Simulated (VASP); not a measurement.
A run of VASP 6.6.1 is set up as follows.

Contents of POSCAR:

```
AlCu
1.0
    2.9975090000      0.0000000000      0.0000000000
    0.0000000000      2.9975090000      0.0000000000
    0.0000000000      0.0000000000      2.9975090000
Al Cu
1 1
Direct
    0.0000000000      0.0000000000      0.0000000000
    0.5667220682      0.5000000000      0.5000000000
```

File INCAR.step1:

```
SYSTEM = AlCu
PREC = Accurate
ENCUT = 520
ISMEAR = 0
SIGMA = 0.15
LREAL = .False.
LASPH = .True.
NELM = 60
NBANDS = 14
GGA = PE
ALGO = Normal
EDIFF = 1E-4
LWAVE = .True.
LCHARG = .False.
```

The input INCAR.step2:

```
SYSTEM = AlCu
PREC = Accurate
ENCUT = 520
EDIFF = 1E-7
ISMEAR = 0
SIGMA = 0.15
LREAL = .False.
LASPH = .True.
NELM = 60
ALGO = Normal
ISIF = 2
LWAVE = .False.
LCHARG = .True.
METAGGA = R2SCAN
LMIXTAU = .True.
LELF = .True.
LVHAR = .True.
NBANDS = 14
ISTART = 1
```

Contents of KPOINTS:

```
Automatic mesh
0
Gamma
  16 16 16
  0 0 0
```

Potentials or basis: VASP PAW PBE potentials, release 64 (Al, Cu).

Run with:

```console
$ cat potpaw_PBE.64/Al/POTCAR potpaw_PBE.64/Cu/POTCAR > POTCAR
$ cp INCAR.step1 INCAR
$ mpirun -np 1 vasp_std > vasp.out
$ cp INCAR.step2 INCAR
$ mpirun -np 1 vasp_std > vasp.out
```

Q: Estimate the band gap on the k mesh.

A: Zero (bands 7 and 8 overlap by 4.98 eV).

Q: Estimate the pressure.

A: -3.1 GPa.

Q: Estimate the largest force.

A: 0.803 eV/Å.

Forces on the atoms (eV/Å):
```
Al   0.803  0.000  0.000
Cu  -0.803  0.000  0.000
```

Caveat: the cell differs from its parent crystal (all Cu atoms moved -0.200 Å, as atom 2 towards its neighbour atom 2 (Cu) at 2.998 Å); the cell stands under tension; the PAW data sets were made with another functional, which shifts forces and pressure a little.
